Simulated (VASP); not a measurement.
The system is HfBiO.

```xyz
3
Lattice="3.1520 0.0000 0.0000 0.0000 3.1520 0.0000 0.0000 0.0000 5.9910" Properties=species:S:1:pos:R:3 pbc="T T T"
Hf    1.5760    1.5760    0.0000
Bi    1.5760    1.5760    2.9955
O     0.0000    0.0000    0.0000
```

* Program: VASP 6.6.1
* Task: relaxation of cell and atoms
* Functional: PBE
* Potentials or basis: VASP PAW PBE potentials, release 64 (Hf_pv, Bi_d, O)
* Cutoff: 600 eV
* k mesh: 6 × 6 × 4
* Occupations: gaussian, width 0.1 eV
* Spin: no spin polarisation

At the start: pressure -2.0 GPa; volume 19.84 Å³/atom.

Question: Where does the relaxation end?

Answer: Over 7 steps the energy falls by 28.0 meV/atom and the volume is 20.02 Å³/atom (+0.9 %); space group P4/mmm (No. 123, to 0.05 Å).

The path:
```tsv
step	energy change (eV)	largest force (eV/Å)	pressure (GPa)	volume (Å³)
1	0.0000	0.0000	-2.02	59.52
2	-0.0368	0.0000	5.91	57.32
3	-0.0595	0.0000	2.67	58.13
4	-0.0834	0.0000	0.26	60.08
5	-0.0836	0.0000	0.44	59.91
6	-0.0834	0.0000	-0.47	60.24
7	-0.0840	0.0000	0.02	60.06
```

Final structure:
```
Hf Bi O
1.0
     3.09503    0.00000    0.00000
     0.00000    3.09503    0.00000
     0.00000    0.00000    6.26991
Hf Bi O
1 1 1
Direct
  0.50000 0.50000 0.00000
  0.50000 0.50000 0.50000
  0.00000 0.00000 0.00000
```

Caveat: an odd number of electrons without spin polarisation forces a metal; a magnetic or distorted state may lie lower.
